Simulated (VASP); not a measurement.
# C (P6_3/mmc) in VASP: notebook

Aim: see how the results for C move with the level of theory and the settings. Levels: revPBE+D3(BJ), PBE+D3(BJ), RPBE+D3(BJ), PBE. Tasks: single point, relaxation of cell and atoms.

Program: VASP 6.6.1. These are calculated values, not measurements. Logs are shortened: lines on timing, memory, paths and dates and some standing lists are left out, and cuts for length are marked.

### Step 1. The cell of the first run

The structure is hexagonal, space group P6_3/mmc (No. 194). The conventional cell has a = 2.572 Å, b = 2.572 Å, c = 8.399 Å, α = 90.00°, β = 90.00°, γ = 120.00°. C (site symmetry 3m) has 4 C at 1.57 Å within 2.1 Å. Within 2.1 Å of C (site symmetry 3m) lie 4 C at 1.57 Å.

### Step 2. Single point, revPBE+D3(BJ)

File INCAR:

```
SYSTEM = C
PREC     = Accurate       ! precision mode
ENCUT    = 520            ! plane-wave cutoff, eV
EDIFF    = 1E-7           ! SCF threshold, eV
ISMEAR   = -1             ! smearing method
SIGMA    = 0.05           ! smearing width, eV
LREAL    = .FALSE.        ! projectors in reciprocal space
LASPH    = .TRUE.         ! aspherical terms in the spheres
NELM     = 80             ! most SCF steps
ALGO     = Normal         ! electronic algorithm
ISIF     = 2              ! what is computed and relaxed
LWAVE    = .FALSE.        ! write WAVECAR
LCHARG   = .FALSE.        ! write CHGCAR
GGA      = RE             ! functional
IVDW     = 12             ! dispersion correction
NBANDS   = 26             ! bands
```

File KPOINTS:

```
Automatic mesh
0
G
  12 12 4
  0 0 0
```

File POSCAR:

```
C
1.0
    2.5715654994      0.0000000000      0.0000000000
   -1.2857827497      2.2270410500      0.0000000000
    0.0000000000      0.0000000000      8.3986527796
C
8
Direct
    0.6666666667      0.3333333333      0.8437500000
    0.3333333333      0.6666666667      0.3437500000
    0.6666666667      0.3333333333      0.6562500000
    0.3333333333      0.6666666667      0.1562500000
    0.0000000000      0.0000000000      0.9062500000
    0.0000000000      0.0000000000      0.4062500000
    0.0000000000      0.0000000000      0.5937500000
    0.0000000000      0.0000000000      0.0937500000
```

Potentials or basis: VASP PAW PBE potentials, release 64 (C).

The run is started by

```
> cat potpaw_PBE.64/C/POTCAR > POTCAR
> mpirun -np 1 vasp_std > vasp.out
```

OUTCAR:

```text
SYSTEM = C
   PREC = Accurate
   ENCUT = 520
   EDIFF = 1E-7
   ISMEAR = -1
   LREAL = .FALSE.
   LASPH = .TRUE.
   NELM = 80
   ISIF = 2
   GGA = RE
   IVDW = 12
 IVDW          = 12

 ion  position               nearest neighbor table
   1  0.667  0.333  0.844-   3 1.57   5 1.57   5 1.57   5 1.57
   2  0.333  0.667  0.344-   4 1.57   6 1.57   6 1.57   6 1.57
   3  0.667  0.333  0.656-   1 1.57   7 1.57   7 1.57   7 1.57
   4  0.333  0.667  0.156-   2 1.57   8 1.57   8 1.57   8 1.57
   5  0.000  0.000  0.906-   8 1.57   1 1.57   1 1.57   1 1.57
   6  0.000  0.000  0.406-   7 1.57   2 1.57   2 1.57   2 1.57
   7  0.000  0.000  0.594-   6 1.57   3 1.57   3 1.57   3 1.57
   8  0.000  0.000  0.094-   5 1.57   4 1.57   4 1.57   4 1.57

  LATTYP: Found a hexagonal cell.
 ALAT       =     2.5715654994
 C/A-ratio  =     3.2659688355

  Lattice vectors:

 A1 = (   2.5715654994,   0.0000000000,   0.0000000000)
 A2 = (  -1.2857827497,   2.2270410500,   0.0000000000)
 A3 = (   0.0000000000,   0.0000000000,   8.3986527796)

Analysis of symmetry for initial positions (statically):
=====================================================================
 Subroutine PRICEL returns:
 Original cell was already a primitive cell.

 Routine SETGRP: Setting up the symmetry group for a
 hexagonal supercell.

 Subroutine GETGRP returns: Found 24 space group operations
 (whereof 12 operations were pure point group operations)
 out of a pool of 24 trial point group operations.

The static configuration has the point symmetry D_3d.
 The point group associated with its full space group is D_6h.

Analysis of symmetry for dynamics (positions and initial velocities):
=====================================================================
 Subroutine PRICEL returns:
 Original cell was already a primitive cell.

 Routine SETGRP: Setting up the symmetry group for a
 hexagonal supercell.

 Subroutine GETGRP returns: Found 24 space group operations
 (whereof 12 operations were pure point group operations)
 out of a pool of 24 trial point group operations.

The dynamic configuration has the point symmetry D_3d.
 The point group associated with its full space group is D_6h.

 Subroutine INISYM returns: Found 24 space group operations
 (whereof 12 operations are pure point group operations),
 and found     1 'primitive' translations

----------------------------------------------------------------------------------------

                                     Primitive cell

  volume of cell :      48.0989

  direct lattice vectors                    reciprocal lattice vectors
     2.571565499  0.000000000  0.000000000     0.388868182  0.224513149  0.000000000
    -1.285782750  2.227041050  0.000000000     0.000000000  0.449026299  0.000000000
     0.000000000  0.000000000  8.398652780     0.000000000  0.000000000  0.119066715

  length of vectors
     2.571565499  2.571565499  8.398652780     0.449026299  0.449026299  0.119066715

  position of ions in fractional coordinates (direct lattice)
     0.666666667  0.333333333  0.843750000
     0.333333333  0.666666667  0.343750000
     0.666666667  0.333333333  0.656250000
     0.333333333  0.666666667  0.156250000
     0.000000000  0.000000000  0.906250000
     0.000000000  0.000000000  0.406250000
     0.000000000  0.000000000  0.593750000
     0.000000000  0.000000000  0.093750000

  ion indices of the primitive-cell ions
   primitive index   ion index
                 1           1
                 2           2
                 3           3
                 4           4
                 5           5
                 6           6
                 7           7
                 8           8

----------------------------------------------------------------------------------------

 KPOINTS: Automatic mesh

Automatic generation of k-mesh.
 Grid dimensions read from file:
 generate k-points for:   12   12    4

 Generating k-lattice:

  Cartesian coordinates                     Fractional coordinates (reciprocal lattice)
[... 50 lines left out ...]
  ---------------------------------------------------
  ext. energy  EPLUGINS =         0.00000000
  ---------------------------------------------------
  free energy    TOTEN  =       -69.33194263 eV

  energy without entropy =      -69.33194263  energy(sigma->0) =      -69.33194263

 E-fermi :  10.0925     XC(G=0): -12.8925

 val. band max:        9.1241602816   @ k =   0.0000   0.0000   0.0000
 cond. band min:      13.3954604753   @ k =   0.4167   0.0000   0.0000
 fundamental gap:      4.2713001937
 Fermi energy:        10.0925301587

 k-point     1 :       0.0000    0.0000    0.0000
  band No.  band energies     occupation
      1     -11.7858      2.00000
      2     -10.1589      2.00000
      3     -10.1111      2.00000
      4      -6.3149      2.00000
      5      -3.7860      2.00000
      6       2.6399      2.00000
[... 18 lines left out ...]
     25      16.7908      0.00000
     26      16.8190      0.00000

 k-point     2 :       0.0833   -0.0000    0.0000
  band No.  band energies     occupation
      1     -11.6219      2.00000
      2      -9.9983      2.00000
      3      -9.9497      2.00000
      4      -6.1672      2.00000
      5      -3.6399      2.00000
      6       2.7116      2.00000
[... 18 lines left out ...]
     25      17.2041      0.00000
     26      17.3294      0.00000

 k-point     3 :       0.1667    0.0000    0.0000
  band No.  band energies     occupation
      1     -11.1321      2.00000
      2      -9.5194      2.00000
      3      -9.4678      2.00000
      4      -5.7262      2.00000
      5      -3.2167      2.00000
      6       2.8136      2.00000
[... 572 lines left out ...]
 k-point    23 :       0.2500    0.0000    0.2500
  band No.  band energies     occupation
      1     -10.2213      2.00000
      2      -9.4065      2.00000
      3      -7.8156      2.00000
      4      -5.6690      2.00000
      5      -1.8029      2.00000
      6       0.9684      2.00000
[... 18 lines left out ...]
     25      19.0069      0.00000
     26      20.2630      0.00000

 k-point    24 :       0.3333   -0.0000    0.2500
  band No.  band energies     occupation
      1      -9.1139      2.00000
      2      -8.3145      2.00000
      3      -6.7606      2.00000
      4      -4.6829      2.00000
      5      -1.8066      2.00000
      6      -0.7542      2.00000
[... 18 lines left out ...]
     25      19.1764      0.00000
     26      20.8674      0.00000

 [... further k-points ...]

------------------------ aborting loop because EDIFF is reached ----------------------------------------

 Edisp (eV)   -2.98606

 E8    (eV) :    -1.7364

  FORCE on cell =-STRESS in cart. coord.  units (eV):
  Direction    XX          YY          ZZ          XY          YZ          ZX
  --------------------------------------------------------------------------------------
  -------------------------------------------------------------------------------------
  Total      -8.85928    -8.85928    -5.70202     0.00000    -0.00000     0.00000
  in kB    -295.10303  -295.10303  -189.93450     0.00000    -0.00000     0.00000
  external pressure =     -260.05 kB  Pullay stress =        0.00 kB

 VOLUME and BASIS-vectors are now :
 -----------------------------------------------------------------------------
  energy-cutoff  :      520.00
  volume of cell :       48.10
      direct lattice vectors                 reciprocal lattice vectors
     2.571565499  0.000000000  0.000000000     0.388868182  0.224513149  0.000000000
    -1.285782750  2.227041050  0.000000000     0.000000000  0.449026299  0.000000000
     0.000000000  0.000000000  8.398652780     0.000000000  0.000000000  0.119066715

 POSITION                                       TOTAL-FORCE (eV/Angst)
 -----------------------------------------------------------------------------------
      1.28578      0.74235      7.08636        -0.000000      0.000000      0.289474
     -0.00000      1.48469      2.88704         0.000000     -0.000000      0.289474
      1.28578      0.74235      5.51162        -0.000000      0.000000     -0.289474
     -0.00000      1.48469      1.31229         0.000000      0.000000     -0.289474
      0.00000      0.00000      7.61128        -0.000000      0.000000      0.291069
      0.00000      0.00000      3.41195         0.000000      0.000000      0.291069
      0.00000      0.00000      4.98670        -0.000000     -0.000000     -0.291069
      0.00000      0.00000      0.78737        -0.000000     -0.000000     -0.291069
 -----------------------------------------------------------------------------------
    total drift:                               -0.000000      0.000000      0.000000

  FREE ENERGIE OF THE ION-ELECTRON SYSTEM (eV)
  ---------------------------------------------------
  free  energy   TOTEN  =       -72.3180056639 eV

  energy  without entropy=      -72.3180056639  energy(sigma->0) =      -72.31800566
```

Run time: 80 s. Hardware: 1 thread of Intel Xeon 8259CL, shared host; peak memory 0.21 GiB.

Results:

```yaml
Free_energy: -72.3180 eV
Pressure: -26.0 GPa
Largest_force: 0.291 eV/Å
Band_gap_on_the_k_mesh: 4.27 eV (least direct gap 5.06 eV)
Dispersion_energy_per_atom: -0.373 eV
```

Forces in eV/Å, atoms in the order of the input:
```
C    0.000  0.000  0.289
C    0.000  0.000  0.289
C    0.000  0.000 -0.289
C    0.000  0.000 -0.289
C    0.000  0.000  0.291
C    0.000  0.000  0.291
C    0.000  0.000 -0.291
C    0.000  0.000 -0.291
```

Stress tensor (GPa, compression positive):
```
-29.51   0.00   0.00
  0.00 -29.51   0.00
  0.00   0.00 -18.99
```

Caveat: the cell stands under tension; the PAW data sets were made with another functional, which shifts forces and pressure a little.

### Step 3. Relaxation of cell and atoms, PBE+D3(BJ)

This run uses another cell than the first one, of 5.67 Å³/atom.

File INCAR:

```
SYSTEM = C
  PREC = Accurate
  ENCUT = 600
  EDIFF = 1E-6
  ISMEAR = -1
  SIGMA = 0.05
  LREAL = .FALSE.
  LASPH = .TRUE.
  NELM = 80
  ALGO = Normal
  ISIF = 3
  LWAVE = .FALSE.
  LCHARG = .FALSE.
  GGA = PE
  IVDW = 12
  IBRION = 2
  NSW = 60
  EDIFFG = -0.01
```

File KPOINTS:

```
regular mesh
0
G
  12 12 4
  0 0 0
```

Edit POSCAR of step 2 so:

```diff
@@ -2,5 +2,5 @@
 1.0
-    2.5715654994      0.0000000000      0.0000000000
-   -1.2857827497      2.2270410500      0.0000000000
-    0.0000000000      0.0000000000      8.3986527796
+    2.5221000000      0.0000000000      0.0000000000
+   -1.2610500000      2.1842026709      0.0000000000
+    0.0000000000      0.0000000000      8.2371000000
 C
```

Potentials or basis: VASP PAW PBE potentials, release 64 (C).

The run is started by

```
> cat potpaw_PBE.64/C/POTCAR > POTCAR
> mpirun -np 1 vasp_std > vasp.out
```

Wall time 4.1 min (1 thread of Intel Xeon 8259CL, shared host); peak memory 0.22 GiB.

It converged, with:

```yaml
Free_energy: -74.2203 eV
Relaxed_volume: 5.63 Å³/atom
Relaxed_cell: a = 2.508 Å, b = 2.508 Å, c = 8.270 Å, α = 90.00°, β = 90.00°, γ = 120.00°
Space_group_after_relaxing_to_0.1_Å: P6_3/mmc (No. 194)
Energy_gained_by_relaxing: 2.8 meV/atom
Ionic_steps: 6
Pressure_after_relaxing: 0.0 GPa
Largest_force_after_relaxing: 0.010 eV/Å
Band_gap_on_the_k_mesh: 4.56 eV (least direct gap 5.31 eV)
Dispersion_energy_per_atom: -0.193 eV
```

Forces in eV/Å, atoms in the order of the input:
```
C    0.000  0.000  0.010
C    0.000  0.000  0.010
C    0.000  0.000 -0.010
C    0.000  0.000 -0.010
C    0.000  0.000  0.000
C    0.000  0.000  0.000
C    0.000  0.000  0.000
C    0.000  0.000  0.000
```

Stress tensor (GPa, compression positive):
```
-0.10  0.00  0.00
 0.00 -0.10  0.00
 0.00  0.00  0.10
```

The path:
| step | energy change (eV) | largest force (eV/Å) | pressure (GPa) | volume (Å³) |
| --- | --- | --- | --- | --- |
| 1 | 0.0000 | 0.3272 | -3.14 | 45.38 |
| 2 | 0.0160 | 0.4798 | 4.26 | 44.64 |
| 3 | -0.0223 | 0.0517 | -0.19 | 45.06 |
| 4 | -0.0222 | 0.0447 | -0.25 | 45.07 |
| 5 | -0.0223 | 0.0618 | 0.17 | 45.02 |
| 6 | -0.0224 | 0.0099 | -0.03 | 45.04 |

Final structure:
```
C
1.0
     2.50789    0.00000    0.00000
    -1.25394    2.17189    0.00000
     0.00000    0.00000    8.26978
C
8
Direct
  0.66667 0.33333 0.84442
  0.33333 0.66667 0.34442
  0.66667 0.33333 0.65558
  0.33333 0.66667 0.15558
  0.00000 0.00000 0.90702
  0.00000 0.00000 0.40702
  0.00000 0.00000 0.59298
  0.00000 0.00000 0.09298
```

Levels at points of the mesh, in eV from the valence-band top:
| k point | band 13 | band 14 | band 15 | band 16 | band 17 | band 18 | band 19 | band 20 |
| --- | --- | --- | --- | --- | --- | --- | --- | --- |
| (0.00, 0.00, 0.00) | -1.74 | -0.23 | 0.00 | 0.00 | 5.31 | 5.31 | 5.50 | 7.14 |
| (0.50, 0.00, 0.00) | -4.97 | -4.71 | -3.71 | -2.98 | 4.62 | 5.61 | 6.01 | 6.05 |
| (0.00, 0.00, 0.50) | -0.66 | -0.66 | -0.66 | -0.66 | 6.09 | 6.09 | 6.09 | 6.09 |
| (0.50, 0.00, 0.50) | -4.77 | -4.77 | -3.69 | -3.69 | 4.96 | 4.96 | 7.02 | 7.02 |

A k mesh can miss the band edges. Expect the measured gap to be larger: semilocal functionals such as PBE lack the derivative discontinuity.

### Step 4. Single point, RPBE+D3(BJ)

This run uses another cell than the first one, of 5.33 Å³/atom.

File INCAR:

```
ALGO = Normal
EDIFF = 1E-6
ENCUT = 520
GGA = RP
ISIF = 2
ISMEAR = -1
IVDW = 12
LASPH = T
LCHARG = T
LELF = T
LREAL = F
LVHAR = T
LWAVE = F
NBANDS = 26
NELM = 80
PREC = Accurate
SIGMA = 0.05
```

File KPOINTS:

```
k-points
0
Gamma
  12 12 4
```

Edit POSCAR of step 3 so:

```diff
@@ -2,5 +2,5 @@
 1.0
-    2.5221000000      0.0000000000      0.0000000000
-   -1.2610500000      2.1842026709      0.0000000000
-    0.0000000000      0.0000000000      8.2371000000
+    2.4706141248      0.0000000000      0.0000000000
+   -1.2353070624      2.1396145950      0.0000000000
+    0.0000000000      0.0000000000      8.0689487361
 C
```

The run is started by

```
> cat potpaw_PBE.64/C/POTCAR > POTCAR
> mpirun -np 1 vasp_std > vasp.out
```

Wall time 65 s (1 thread of AMD EPYC 7R13, shared host); peak memory 0.17 GiB.

It converged, with:

```
Free energy                : -73.4072 eV
Pressure                   : 19.5 GPa
Largest force              : 0.380 eV/Å
Band gap on the k mesh     : 4.55 eV (least direct gap 5.31 eV)
Dispersion energy per atom : -0.625 eV
```

Forces in eV/Å, atoms in the order of the input:
```
C    0.000  0.000  0.353
C    0.000  0.000  0.353
C    0.000  0.000 -0.353
C    0.000  0.000 -0.353
C    0.000  0.000  0.380
C    0.000  0.000  0.380
C    0.000  0.000 -0.380
C    0.000  0.000 -0.380
```

Stress tensor (GPa, compression positive):
```
14.61  0.00  0.00
 0.00 14.61  0.00
 0.00  0.00 29.19
```

Levels at points of the mesh, in eV from the valence-band top:
| k point | band 13 | band 14 | band 15 | band 16 | band 17 | band 18 | band 19 | band 20 |
| --- | --- | --- | --- | --- | --- | --- | --- | --- |
| (0.00, 0.00, 0.00) | -1.86 | -0.24 | 0.00 | 0.00 | 5.31 | 5.31 | 5.89 | 7.21 |
| (0.50, 0.00, 0.00) | -5.33 | -4.81 | -3.95 | -3.12 | 4.58 | 5.83 | 6.01 | 6.17 |
| (0.00, 0.00, 0.50) | -0.73 | -0.73 | -0.73 | -0.73 | 6.15 | 6.15 | 6.15 | 6.15 |
| (0.50, 0.00, 0.50) | -5.01 | -5.01 | -3.90 | -3.90 | 4.95 | 4.95 | 7.31 | 7.31 |

Caveat: the cell stands under pressure; the PAW data sets were made with another functional, which shifts forces and pressure a little.

### Step 5. Single point, PBE

This run uses another cell than the first one, of 5.33 Å³/atom.

File INCAR:

```
SYSTEM = C
ALGO = Normal ; EDIFF = 1E-6
ENCUT = 520 ; GGA = PE
ISIF = 2 ; ISMEAR = -1
LASPH = .True. ; LCHARG = .False.
LREAL = .False. ; LWAVE = .False.
NBANDS = 26 ; NELM = 60
PREC = Accurate ; SIGMA = 0.05
```

File KPOINTS:

```
k-points
0
Gamma
  12 12 4
  0 0 0
```

POSCAR is that of step 4.

The run is started by

```
> cat potpaw_PBE.64/C/POTCAR > POTCAR
> mpirun -np 1 vasp_std > vasp.out
```

It took 64 s on 1 thread of AMD EPYC 7R13, shared host; peak memory 0.14 GiB.

Results (log left out):

```yaml
Free_energy: -72.3440 eV
Pressure: 33.8 GPa
Largest_force: 0.370 eV/Å
Band_gap_on_the_k_mesh: 4.56 eV (least direct gap 5.31 eV)
```

Forces on the atoms (eV/Å):
```
C    0.000  0.000  0.355
C    0.000  0.000  0.355
C    0.000  0.000 -0.355
C    0.000  0.000 -0.355
C    0.000  0.000  0.370
C    0.000  0.000  0.370
C    0.000  0.000 -0.370
C    0.000  0.000 -0.370
```

Stress tensor (GPa, compression positive):
```
28.99  0.00  0.00
 0.00 28.99  0.00
 0.00  0.00 43.47
```

Levels at points of the mesh, in eV from the valence-band top:
```
           k point  band 14  band 15  band 16  band 17  band 18  band 19
(0.00, 0.00, 0.00)    -0.24     0.00     0.00     5.31     5.31     5.88
(0.50, 0.00, 0.00)    -4.79    -3.93    -3.11     4.59     5.84     6.01
(0.00, 0.00, 0.50)    -0.72    -0.72    -0.72     6.15     6.15     6.15
(0.50, 0.00, 0.50)    -4.99    -3.88    -3.88     4.96     4.96     7.30
```

Caveat: the cell stands under pressure. A hybrid or GW would open this gap; PBE tends to underestimate it.

### Step 6. Summary

```csv
task,level,cell,cutoff (eV),gap on the mesh (eV),pressure (GPa),largest force (eV/Å)
single point,revPBE+D3(BJ),"a = 2.572, b = 2.572, c = 8.399 Å, angles 90.0, 90.0, 120.0°, 8 atoms",520,4.27,-26.0,0.29
relaxation of cell and atoms,PBE+D3(BJ),"relaxed from a = 2.522, b = 2.522, c = 8.237 Å, angles 90.0, 90.0, 120.0°, 8 atoms",600,4.56,0.0,0.01
single point,RPBE+D3(BJ),"a = 2.471, b = 2.471, c = 8.069 Å, angles 90.0, 90.0, 120.0°, 8 atoms",520,4.55,19.5,0.38
single point,PBE,"a = 2.471, b = 2.471, c = 8.069 Å, angles 90.0, 90.0, 120.0°, 8 atoms",520,4.56,33.8,0.37
```

Alike in all rows: potentials or basis VASP PAW PBE potentials, release 64 (C); no spin polarisation; k mesh 12 × 12 × 4; smearing fermi-dirac 0.05 eV.

Caveats: the PAW data sets were made with another functional, which shifts forces and pressure a little (at least some runs); the cell stands under pressure (at least some runs); the cell stands under tension (at least some runs).

Total energies depend on the potentials used, so only differences within one code and one set of settings carry meaning.
